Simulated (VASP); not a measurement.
Wanted: the native input for a VASP 6.6.1 run.

* Task: single point
* Functional: PBEsol
* Potentials or basis: VASP PAW PBE potentials, release 64 (Cu)
* Cutoff: 520 eV
* k mesh: 12 × 12 × 7
* Occupations: fermi-dirac, width 0.1 eV
* Spin: no spin polarisation
* Dipole correction: no
* Further INCAR settings: ALGO = Normal; EDIFF = 1e-07; NBANDS = 18

The structure of Cu lies in POSCAR:

```
Cu
1.0
    2.5220157386      0.0000000000      0.0000000000
   -1.2610078693      2.1841296984      0.0000000000
    0.0000000000      0.0000000000      4.1142950460
Cu
2
Direct
    0.3333333333      0.6666666667      0.2500000000
    0.6666666667      0.3333333333      0.7500000000
```

This isn't the form of Cu at room conditions, which is fcc.

These files were run (other wordings do the same):

INCAR

```
ALGO     = Normal         # electronic algorithm
EDIFF    = 1E-7           # SCF threshold, eV
ENCUT    = 520            # plane-wave cutoff, eV
GGA      = PS             # functional
ISIF     = 2              # what is computed and relaxed
ISMEAR   = -1             # smearing method
LASPH    = T              # aspherical terms in the spheres
LCHARG   = F              # write CHGCAR
LREAL    = F              # projectors in reciprocal space
LWAVE    = F              # write WAVECAR
NBANDS   = 18             # bands
NELM     = 60             # most SCF steps
PREC     = Accurate       # precision mode
SIGMA    = 0.1            # smearing width, eV
```

KPOINTS

```
k-points
0
Gamma
  12 12 7
```

Potentials or basis: VASP PAW PBE potentials, release 64 (Cu).

Launch:

```console
$ cat potpaw_PBE.64/Cu/POTCAR > POTCAR
$ mpirun -np 1 vasp_std > vasp.out
```

Results of the run:

```json
{
 "Pressure": "0.8 GPa",
 "Band gap on the k mesh": "zero (bands 11 and 12 overlap by 6.00 eV)"
}
```

Caveat: the PAW data sets were made with another functional, which shifts forces and pressure a little.

Run time: 19 s on 1 thread of Intel(R) Xeon(R) Platinum 8375C CPU @ 2.90GHz (Ice Lake), on a shared host, peak memory 0.15 GiB.
